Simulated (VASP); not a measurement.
The system is Li2Br3.

```
Li Br
1.0
     4.34702    0.00000    0.00000
    -2.17351    3.76463    0.00000
     0.00000    0.00000    6.76326
Li Br
2 3
Direct
  0.33333 0.66667 0.24500
  0.66667 0.33333 0.75500
  0.00000 0.00000 0.00000
  0.33333 0.66667 0.64500
  0.66667 0.33333 0.35500
```

- Program: VASP 6.6.1
- Task: relaxation of cell and atoms
- Functional: PBE
- Potentials or basis: VASP PAW PBE potentials, release 64 (Li_sv, Br)
- Cutoff: 600 eV
- k mesh: 6 × 6 × 4
- Occupations: gaussian, width 0.1 eV
- Spin: no spin polarisation

At the start: pressure 3.4 GPa; volume 22.14 Å³/atom.

**Question.** Where does the relaxation end?

**Answer.** Over 22 steps the energy falls by 98.7 meV/atom and the volume is 23.86 Å³/atom (+7.8 %); space group P-3m1 (No. 164, to 0.1 Å) before and after.

Step by step:
```
step  energy change (eV)  largest force (eV/Å)  pressure (GPa)  volume (Å³)
   1              0.0000                0.6332            3.42       110.68
   2             -0.1483                0.4325            1.21       118.42
   3             -0.1943                0.2639           -0.74       129.12
   4             -0.1963                0.2845           -0.48       127.39
   5             -0.2200                0.2309           -0.40       126.79
   6             -0.2789                0.0432           -0.02       124.92
   7             -0.2869                0.4415            1.35       120.79
   8             -0.3058                0.2246            0.59       122.81
   9             -0.3285                0.2490            0.49       123.71
  10             -0.3630                0.2913            0.34       126.08
  11             -0.3824                0.2169           -0.03       127.57
  12             -0.4005                0.1581           -0.70       130.56
  13             -0.4185                0.1628           -0.58       128.64
  14             -0.4554                0.1690           -0.12       122.97
  15             -0.4336                0.2311            1.28       112.03
  16             -0.4640                0.1655            0.25       119.33
  17             -0.4745                0.1208            0.05       119.55
  18             -0.4820                0.1578           -0.26       119.94
  19             -0.4900                0.0852            0.12       117.66
  20             -0.4902                0.0741            0.18       117.32
  21             -0.4930                0.0475            0.00       118.59
  22             -0.4933                0.0363           -0.10       119.29
```

Final structure:
```
Li Br
1.0
     4.03073    0.00000    0.00000
    -2.01537    3.49072    0.00000
     0.00000    0.00000    8.47819
Li Br
2 3
Direct
  0.33333 0.66667 0.19945
  0.66667 0.33333 0.80055
  0.00000 0.00000 0.00000
  0.33333 0.66667 0.66369
  0.66667 0.33333 0.33631
```

Caveat: the cutoff is under 1.25 times the usual one of these potentials, so pressure, stress and relaxed cells hold a basis-set (Pulay) error; a cell axis changed by over 15 % at a fixed basis, so the end point is rough; an odd number of electrons without spin polarisation forces a metal; a magnetic or distorted state may lie lower.
